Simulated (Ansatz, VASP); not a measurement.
**InP: VASP beside Ansatz**

Contents of INCAR:

```
SYSTEM = InP
  PREC = Accurate
  ENCUT = 520
  EDIFF = 1E-6
  ISMEAR = -1
  SIGMA = 0.01
  LREAL = .False.
  LASPH = .True.
  NELM = 150
  ALGO = Normal
  ISIF = 2
  LWAVE = .False.
  LCHARG = .False.
  MAGMOM = 0 0 0 0 0 0
  LORBIT = 11
  LSORBIT = .True.
  GGA_COMPAT = .False.
  LORBMOM = .True.
  GGA = PS
  NBANDS = 30
```

KPOINTS

```
regular mesh
0
Gamma
  8 8 8
  0 0 0
```

POSCAR

```
InP
1.0
    2.9098893375      2.9098893375      0.0000000000
   -2.9098893375      2.9098893375      0.0000000000
    0.0000000000      2.9098893375      2.9715033918
In P
1 1
Direct
    0.0000000000      0.0000000000      0.0000000000
    0.7500000000      0.2500000000      0.5000000000
```

Input for Ansatz:

```yaml
crystal:
  lattice:
    - [2.90988933751, 2.90988933751, 0.0]
    - [-2.90988933751, 2.90988933751, 0.0]
    - [0.0, 2.90988933751, 2.9715033918]
  atoms:
    - { symbol: In, position: [0.0, 0.0, 0.0] }
    - { symbol: P, position: [0.75, 0.25, 0.5] }
kpoints:
  mp_grid: { grid: [8, 8, 8] }
scf:
  occupations: { method: fermi_dirac, width: 0.01 }
  convergence: { dr2_threshold: 1.0e-10 }
hamiltonian:
  xc: pbesol
  pseudopotentials: { kind: all_electron, lapw: { basis_error: 0.0005 } }
magnetization:
  noncollinear: true
  spin_orbit: true
output:
  forces: true
  stress: true
  eigenstates:
    kpoints:
      - [0.0, 0.0, 0.0]
      - [-0.5, -0.5, -0.5]
      - [-0.5, 0.5, 0.0]
      - [0.0, 0.0, -0.5]
      - [0.0, -0.5, -0.5]
      - [0.0, 0.5, 0.0]
      - [-0.5, 0.0, 0.0]
      - [-0.5, 0.0, -0.5]
  eigenvalues: true
```

Change from the starting cell: film at in-plane strain -0.01.

Alike in both runs: task single point; functional PBEsol; k mesh 8 × 8 × 8; occupations fermi-dirac, width 0.01 eV; non-collinear spin, spin-orbit coupling.

```csv
,VASP,Ansatz
version,VASP 6.6.1,Ansatz 0.2.0
potentials or method,"VASP PAW PBE potentials, release 64 (In_d, P), cutoff 520 eV",all-electron LAPW
```

```tsv
	VASP	Ansatz	Ansatz less VASP
pressure (GPa)	0.5	0.5	-0.02
traceless stress, the component that is largest in VASP (GPa)	-0.61	-0.61	-0.001
net moment per atom (μB)	0.00	0.00	0.000
```

VASP's potentials were made for PBE, not for PBEsol. Ansatz ran all-electron here, and VASP with PAW potentials.
